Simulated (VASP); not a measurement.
The system is CdS.

```
Cd S
1.0
     3.89844    0.00000    0.00000
     0.00000    5.51149    0.00000
     0.00000    0.00000    3.89810
Cd S
2 2
Cartesian
  1.9492 2.7557 0.9473
  0.0000 0.0000 2.9508
  1.9492 0.0000 0.9947
  0.0000 2.7557 2.9035
```

Base run:

| Item | Value |
| --- | --- |
| Program | VASP 6.6.1 |
| Functional | BLYP |
| Potentials or basis | VASP PAW PBE potentials, release 64 (Cd, S) |
| Cutoff | 520 eV |
| k mesh | 6 × 4 × 6 |
| Occupations | fermi-dirac, width 0.1 eV |
| Spin | no spin polarisation |

Its results: pressure 4.3 GPa; largest force 0.027 eV/Å.

The run is repeated on the same cell with these changes: functional from BLYP to PBEsol. What comes out?

Pressure -4.2 GPa; largest force 0.030 eV/Å.

PBEsol binds more tightly than BLYP, so the same cell stands under less pressure.

Caveats: the PAW data sets were made with another functional, which shifts forces and pressure a little; the cell stands under pressure (at least some runs); the cell stands under tension (at least some runs).
